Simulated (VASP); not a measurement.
Runs of VASP 6.6.1 on GdB. The structure is that of space group Fm-3m (No. 225), or close to it. The cells are those of the table. 

```csv
cell,k mesh for the DOS,occupations for the DOS,gap on the mesh (eV),pressure (GPa),moment (μB)
"a = 3.704 Å, angles 60.0°, 2 atoms",-,-,none,3.2,8.23
"a = 3.729 Å, angles 60.0°, 2 atoms",-,-,none,(b),8.19
"a = 3.804 Å, angles 60.0°, 2 atoms",-,-,none,(a),8.03
"a = 3.754 Å, angles 60.0°, 2 atoms",15 × 15 × 15,tetrahedron,-,-,8.09
"a = 3.779 Å, angles 60.0°, 2 atoms",-,-,none,-1.2,8.04
"a = 3.742 Å, angles 60.0°, 2 atoms",-,-,none,(c),8.13
```

Alike in all rows: task single point; level PBEsol; potentials or basis VASP PAW PBE potentials, release 64 (Gd, B); spin collinear, ferromagnetic start; k mesh 10 × 10 × 10; cutoff (eV) 520; smearing gaussian 0.05 eV.

**Question.** Estimate the missing entries.

**Answer.** (a) -2.3; (b) 1.5; (c) 0.9.

Caveats: the PAW data sets were made with another functional, which shifts forces and pressure a little; spin-orbit coupling is left out, which moves the levels of the heavy elements; a cell with one magnetic atom can't hold antiferromagnetic order, which such compounds often take; semilocal functionals describe open f shells poorly, which spoils levels, moments and volumes; the cell stands under pressure (at least some runs).

A k mesh can miss the band edges, and the runs leave out spin-orbit coupling on Gd.

A gap of «none» marks levels without a gap at the run's occupations.
